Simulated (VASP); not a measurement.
# Cd2S (P3m1) in VASP: vibrations by perturbation theory with PBE

Aim: the vibrations by perturbation theory of Cd2S with PBE.

Everything below comes from runs of VASP 6.6.1. Logs are shortened: lines on timing, memory, paths and dates and some standing lists are left out, and cuts for length are marked.

## (1) The cell of the first run

The structure is trigonal, space group P3m1 (No. 156). The conventional cell has a = 3.963 Å, b = 3.963 Å, c = 5.809 Å, α = 90.00°, β = 90.00°, γ = 120.00°. Cd (site symmetry 3m) has 2 S at 2.52 to 3.29 Å and 3 Cd at 3.08 Å within 3.3 Å. Cd (site symmetry 3m) has 3 S at 2.60 Å and 3 Cd at 3.08 Å within 3.4 Å. S (site symmetry 3m) has 5 Cd at 2.52 to 3.29 Å within 3.3 Å.

## (2) Vibrations by perturbation theory, PBE

Contents of INCAR:

```
SYSTEM = Cd2S
PREC = Accurate
ENCUT = 520
EDIFF = 1E-8
ISMEAR = -1
SIGMA = 0.05
LREAL = .FALSE.
LASPH = .TRUE.
NELM = 80
ALGO = Normal
ISIF = 2
LWAVE = .FALSE.
LCHARG = .FALSE.
GGA = PE
IBRION = 8
NSW = 1
```

Contents of KPOINTS:

```
Automatic mesh
0
G
  8 8 4
  0 0 0
```

Contents of POSCAR:

```
Cd2S
1.0
    3.9626700490      0.0000000000      0.0000000000
   -1.9813350245      3.4317729293      0.0000000000
    0.0000000000      0.0000000000      5.8091920000
Cd S
2 1
Direct
    0.3333333333      0.6666666667      0.9327170000
    0.6666666667      0.3333333333      0.5787350000
    0.3333333333      0.6666666667      0.3657050000
```

Potentials or basis: VASP PAW PBE potentials, release 64 (Cd, S).

On the command line:

```console
cat potpaw_PBE.64/Cd/POTCAR potpaw_PBE.64/S/POTCAR > POTCAR
mpirun -np 1 vasp_std > vasp.out
```

OUTCAR:

```text
SYSTEM = Cd2S
   PREC = Accurate
   ENCUT = 520
   EDIFF = 1E-8
   ISMEAR = -1
   LREAL = .FALSE.
   LASPH = .TRUE.
   NELM = 80
   ISIF = 2
   GGA = PE
   IBRION = 8
   NSW = 1

 ion  position               nearest neighbor table
   1  0.333  0.667  0.933-   3 2.52   2 3.08   2 3.08   2 3.08
   2  0.667  0.333  0.579-   3 2.60   3 2.60   3 2.60   1 3.08   1 3.08   1 3.08
   3  0.333  0.667  0.366-   1 2.52   2 2.60   2 2.60   2 2.60

  LATTYP: Found a hexagonal cell.
 ALAT       =     3.9626700490
 C/A-ratio  =     1.4659792332

  Lattice vectors:

 A1 = (   3.9626700490,   0.0000000000,   0.0000000000)
 A2 = (  -1.9813350245,   3.4317729293,   0.0000000000)
 A3 = (   0.0000000000,   0.0000000000,   5.8091920000)

Analysis of symmetry for initial positions (statically):
=====================================================================
 Subroutine PRICEL returns:
 Original cell was already a primitive cell.

 Routine SETGRP: Setting up the symmetry group for a
 hexagonal supercell.

 Subroutine GETGRP returns: Found  6 space group operations
 (whereof  6 operations were pure point group operations)
 out of a pool of 24 trial point group operations.

The static configuration has the point symmetry C_3v.

Analysis of symmetry for dynamics (positions and initial velocities):
=====================================================================
 Subroutine PRICEL returns:
 Original cell was already a primitive cell.

 Routine SETGRP: Setting up the symmetry group for a
 hexagonal supercell.

 Subroutine GETGRP returns: Found  6 space group operations
 (whereof  6 operations were pure point group operations)
 out of a pool of 24 trial point group operations.

The dynamic configuration has the point symmetry C_3v.

 Subroutine INISYM returns: Found  6 space group operations
 (whereof  6 operations are pure point group operations),
 and found     1 'primitive' translations

----------------------------------------------------------------------------------------

                                     Primitive cell

  volume of cell :      78.9991

  direct lattice vectors                    reciprocal lattice vectors
     3.962670049  0.000000000  0.000000000     0.252355101  0.145697285  0.000000000
    -1.981335025  3.431772929  0.000000000     0.000000000  0.291394571  0.000000000
     0.000000000  0.000000000  5.809192000     0.000000000  0.000000000  0.172140979

  length of vectors
     3.962670049  3.962670049  5.809192000     0.291394571  0.291394571  0.172140979

  position of ions in fractional coordinates (direct lattice)
     0.333333333  0.666666667  0.932717000
     0.666666667  0.333333333  0.578735000
     0.333333333  0.666666667  0.365705000

  ion indices of the primitive-cell ions
   primitive index   ion index
                 1           1
                 2           2
                 3           3

----------------------------------------------------------------------------------------

 KPOINTS: Automatic mesh

Automatic generation of k-mesh.
 Grid dimensions read from file:
 generate k-points for:    8    8    4

 Generating k-lattice:

  Cartesian coordinates                     Fractional coordinates (reciprocal lattice)
     0.031544388  0.018212161  0.000000000     0.125000000 -0.000000000  0.000000000
     0.000000000  0.036424321  0.000000000     0.000000000  0.125000000  0.000000000
     0.000000000  0.000000000  0.043035245     0.000000000  0.000000000  0.250000000

  Length of vectors
     0.036424321  0.036424321  0.043035245

  Shift w.r.t. Gamma in fractional coordinates (k-lattice)
     0.000000000  0.000000000  0.000000000

 Subroutine IBZKPT returns following result:
 ===========================================

 Found     35 irreducible k-points:

 Following reciprocal coordinates:
            Coordinates               Weight
  0.000000  0.000000  0.000000      1.000000
  0.125000 -0.000000  0.000000      6.000000
[... 33 lines left out ...]
   ISTART =      0    job   : 0-new  1-cont  2-samecut
   ICHARG =      2    charge: 1-file 2-atom 10-const
   ISPIN  =      1    spin polarized calculation?
   LNONCOLLINEAR =      F non collinear calculations
   LSORBIT =      F    spin-orbit coupling
   LASPH  =      T    aspherical Exc in radial PAW
   ENCUT  =  520.0 eV  38.22 Ry    6.18 a.u.   7.37  7.37 10.80*2*pi/ulx,y,z
   NELM   =     80;   NELMIN=  2; NELMDL= -5     # of ELM steps
   EDIFF  = 0.1E-07   stopping-criterion for ELM
   LREAL  =      F    real-space projection
   EDIFFG = 0.1E-06   stopping-criterion for IOM
   NSW    =      1    number of steps for IOM
   IBRION =      8    ionic relax: 0-MD 1-quasi-New 2-CG
   NFREE  =      0    steps in history (QN), initial steepest desc. (CG)
   ISIF   =      2    stress and relaxation
   ISYM   =      2    0-nonsym 1-usesym 2-fastsym
   POTIM  = 0.5000    time-step for ionic-motion
   TEBEG  =    0.0;   TEEND  =   0.0 temperature during run
   PSTRESS=    0.0 pullay stress
   NELECT =      30.0000    total number of electrons
   NUPDOWN=      -1.0000    fix difference up-down
   EMIN   =  10.00;   EMAX   =-10.00  energy-range for DOS
   EFERMI =   0.00;   METHOD = LEGACY
   ISMEAR =    -1;   SIGMA  =   0.05  broadening in eV -4-tet -1-fermi 0-gaus
   EFERMI_NEDOS =   21; number of points for ismear=-14 and -15
   IALGO  =     38    algorithm
   IMIX   =      4    mixing-type and parameters
     AMIX     =   0.40;   BMIX     =  1.00
     AMIX_MAG =   1.60;   BMIX_MAG =  1.00
  volume/ion in A,a.u.               =      26.33       177.70
  Fermi-wavevector in a.u.,A,eV,Ry     =   1.185517  2.240303 19.122322  1.405451
  Thomas-Fermi vector in A             =   2.321709
   LORBIT       =      0    0 simple, 1 ext, 2 COOP (PROOUT), +10 PAW based schemes
   GGA     = PE    functional components
   LHFCALC =     F    Hartree Fock is set to
   AEXX    =    0.0000 exact exchange contribution
   IVDW    =     0    specifies the selected vdW correction
   LEPSILON=     F    determine dielectric tensor
   LRPA    =     F    only Hartree local field effects (RPA)
 non-spin polarized calculation
  energy-cutoff  :      520.00
  volume of cell :       79.00
 maximum number of plane-waves:      2158
 NGX is ok and might be reduce to    30
   NGX = 15   NGY = 15   NGZ = 21

--------------------------------------- Ionic step        1  -------------------------------------------

 number of electron      29.9999999 magnetization

 Free energy of the ion-electron system (eV)
  ---------------------------------------------------
  ext. energy  EPLUGINS =         0.00000000
  ---------------------------------------------------
  free energy    TOTEN  =        -6.22763011 eV

  energy without entropy =       -6.22619398  energy(sigma->0) =       -6.22691204

 E-fermi :   1.5428     XC(G=0):  -9.2930

 val. band max:        1.3625015386   @ k =   0.3750   0.2500   0.2500
 cond. band min:       1.6725638908   @ k =   0.5000  -0.0000   0.2500
 fundamental gap:      0.3100623523
 Fermi energy:         1.5428302979

 k-point     1 :       0.0000    0.0000    0.0000
  band No.  band energies     occupation
      1     -11.2782      2.00000
      2      -7.0141      2.00000
      3      -7.0141      2.00000
      4      -6.9198      2.00000
      5      -6.9198      2.00000
      6      -6.8421      2.00000
[... 505 lines left out ...]
      6      -6.7372      2.00000
[... 11 lines left out ...]
     18       6.1553      0.00000
     19       7.3632      0.00000

 [... further k-points ...]
[... 5 lines left out ...]
  --------------------------------------------------------------------------------------
  -------------------------------------------------------------------------------------
  Total        0.0005377      0.0005377      0.0316451      0.0000000      0.0000000      0.0000000
  in kB        0.0109054      0.0109054      0.6417934      0.0000000      0.0000000      0.0000000
  external PRESSURE =       0.2212014 kB  Pullay stress =       0.0000000 kB

 VOLUME and BASIS-vectors are now :
 -----------------------------------------------------------------------------
  energy-cutoff  :      520.00
  volume of cell :       79.00
      direct lattice vectors                 reciprocal lattice vectors
     3.962670049  0.000000000  0.000000000     0.252355101  0.145697285  0.000000000
    -1.981335025  3.431772929  0.000000000     0.000000000  0.291394571  0.000000000
     0.000000000  0.000000000  5.809192000     0.000000000  0.000000000  0.172140979

 POSITION                                       TOTAL-FORCE (eV/Angst)
 -----------------------------------------------------------------------------------
     -0.00000      2.28785      5.41833         0.000000     -0.000000      0.023608
      1.98134      1.14392      3.36198        -0.000000      0.000000     -0.032186
     -0.00000      2.28785      2.12445         0.000000      0.000000      0.008578
 -----------------------------------------------------------------------------------
    total drift:                                0.000000     -0.000000     -0.000516

  FREE ENERGIE OF THE ION-ELECTRON SYSTEM (eV)
  ---------------------------------------------------
  free  energy   TOTEN  =        -6.2276301099 eV

  energy  without entropy=       -6.2261939796  energy(sigma->0) =       -6.22691204

[... ionic steps 2 to 9 ...]

--------------------------------------- Ionic step       10  -------------------------------------------

------------------------ aborting loop because EDIFF is reached ----------------------------------------

[... ionic steps 11 to 11 ...]

--------------------------------------- Ionic step       12  -------------------------------------------

 Free energy of the ion-electron system (eV)
  ---------------------------------------------------
  ---------------------------------------------------
  free energy    TOTEN  =        -0.12015556 eV

  energy without entropy =       -0.12015353

------------------------ aborting loop because EDIFF is reached ----------------------------------------

 INTERNAL STRAIN TENSOR  FOR ION    3  DIRECTION 3   (eV/Angst):
 -----------------------------------------------------------------------------
     4.47396  0.00000  0.00000
     0.00000  4.47396  0.00000
     0.00000  0.00000 -3.91120

 INTERNAL STRAIN TENSOR FOR ION    3 for displacements in x,y,z  (eV/Angst):
          X           Y           Z          XY          YZ          ZX
  --------------------------------------------------------------------------------
  x     0.00000     0.00000     0.00000    -4.51764    -0.00000     2.71945
  y    -4.51764     4.51764     0.00000    -0.00000     2.45334     0.00000
  z     4.47396     4.47396    -3.91120     0.00000     0.00000     0.00000

 SECOND DERIVATIVES (NOT SYMMETRIZED)
 ------------------------------------
               1X          1Y          1Z          2X          2Y          2Z          3X          3Y          3Z
  1X     0.071477    0.000000    0.000000    0.135444    0.000000    0.000000   -0.206921    0.000000    0.000000
  1Y     0.000000    0.071477    0.000000    0.000000    0.135444    0.000000    0.000000   -0.206921    0.000000
  1Z     0.000000   -0.000000   -6.395515   -0.000000    0.000000    2.107669    0.000000    0.000000    4.287846
  2X     0.135881    0.000000    0.000000   -3.799285    0.000000    0.000000    3.663403    0.000000    0.000000
  2Y     0.000000    0.135881    0.000000    0.000000   -3.799285    0.000000    0.000000    3.663403    0.000000
  2Z     0.000000    0.000000    2.110287    0.000000    0.000000   -4.851005    0.000000    0.000000    2.740717
  3X    -0.198243    0.000000    0.000000    3.670664    0.000000    0.000000   -3.472421    0.000000    0.000000
  3Y     0.000000   -0.198243    0.000000    0.000000    3.670664    0.000000    0.000000   -3.472421    0.000000
  3Z     0.000000    0.000000    4.261309   -0.000000    0.000000    2.709534    0.000000    0.000000   -6.970843

 Eigenvectors and eigenvalues of the dynamical matrix
 ----------------------------------------------------

   1 f  =    7.828263 THz    49.186428 2PiTHz  261.122752 cm-1    32.375081 meV
             X         Y         Z           dx          dy          dz
     -0.000000  2.287849  5.418332    -0.000000   -0.000000   -0.324632
      1.981335  1.143924  3.361983     0.000000    0.000000   -0.173944
     -0.000000  2.287849  2.124451    -0.000000   -0.000000    0.929708
[... 43 lines left out ...]
   9 f/i=    0.545858 THz     3.429725 2PiTHz   18.207851 cm-1     2.257485 meV
             X         Y         Z           dx          dy          dz
     -0.000000  2.287849  5.418332     0.000031   -0.770084   -0.000000
      1.981335  1.143924  3.361983    -0.000022    0.546754   -0.000000
     -0.000000  2.287849  2.124451    -0.000013    0.328679   -0.000000

--------------------------------------------------------------------------------------------------------

 ELASTIC MODULI CONTR FROM IONIC RELAXATION (kBar)
 Direction    XX          YY          ZZ          XY          YZ          ZX
 --------------------------------------------------------------------------------
 XX        -168.7788     37.7126      7.0709     -0.0000     69.1185      0.0000
 YY          37.7126   -168.7788      7.0709      0.0000    -69.1185     -0.0000
 ZZ           7.0709      7.0709   -291.8525      0.0000      0.0000     -0.0000
 XY          -0.0000      0.0000      0.0000   -103.2457      0.0000     68.8710
 YZ          69.1185    -69.1185      0.0000      0.0000    -46.2719     -0.0000
 ZX           0.0000     -0.0000     -0.0000     68.8710     -0.0000    -45.9411
 --------------------------------------------------------------------------------
```

Wall time 12 min (1 thread of Intel Xeon Platinum 8488C (Sapphire Rapids), shared host); peak memory 0.59 GiB.

What came out:

```yaml
Highest_phonon_frequency_at_Γ_LO-TO_splitting_left_out: 261 cm⁻¹
```

Phonon frequencies in cm⁻¹ (negative: imaginary):
| q point | frequencies |
| --- | --- |
| (0.000, 0.000, 0.000) | -18 -18 0 1 1 135 197 197 261 |

Caveat: some modes are imaginary.
